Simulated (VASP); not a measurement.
Set up this calculation in VASP 6.6.1, as the native input.

- Task: single point
- Functional: PBE
- Potentials or basis: VASP PAW PBE potentials, release 64 (Nb_sv)
- Cutoff: 500 eV
- k mesh: 9 × 9 × 9
- Occupations: fermi-dirac, width 0.05 eV
- Spin: no spin polarisation
- Dipole correction: no
- Further INCAR settings: ALGO = Normal; EDIFF = 1e-06; NBANDS = 12

The structure of Nb lies in POSCAR:

```
Nb
1.0
    0.0000000000      2.0128765180      2.0128765180
    2.0128765180      0.0000000000      2.0128765180
    2.0128765180      2.0128765180      0.0000000000
Nb
1
Direct
    0.0000000000      0.0000000000      0.0000000000
```

This isn't the form of Nb at room conditions, which is bcc.

These files were run (other wordings do the same):

INCAR

```
SYSTEM = Nb
ALGO = Normal
EDIFF = 1E-6
ENCUT = 500
GGA = PE
GGA_COMPAT = .False.
ISIF = 2
ISMEAR = -1
LASPH = .True.
LCHARG = .False.
LREAL = .False.
LWAVE = .False.
NBANDS = 12
NELM = 120
PREC = Accurate
SIGMA = 0.05
```

KPOINTS

```
k-points
0
Gamma
  9 9 9
  0 0 0
```

Potentials or basis: VASP PAW PBE potentials, release 64 (Nb_sv).

The run is started by

```bash
$ cat potpaw_PBE.64/Nb_sv/POTCAR > POTCAR
$ mpirun -np 1 vasp_std > vasp.out
```

It gave:

| Quantity | Value |
| --- | --- |
| Pressure | 29.6 GPa |
| Band gap on the k mesh | zero (an odd number of electrons rules out a gap without spin polarisation) |

Caveat: the cell stands under pressure.

Wall time 6.4 s on 1 thread of Intel Xeon 8259CL, on a shared host, peak memory 0.14 GiB.
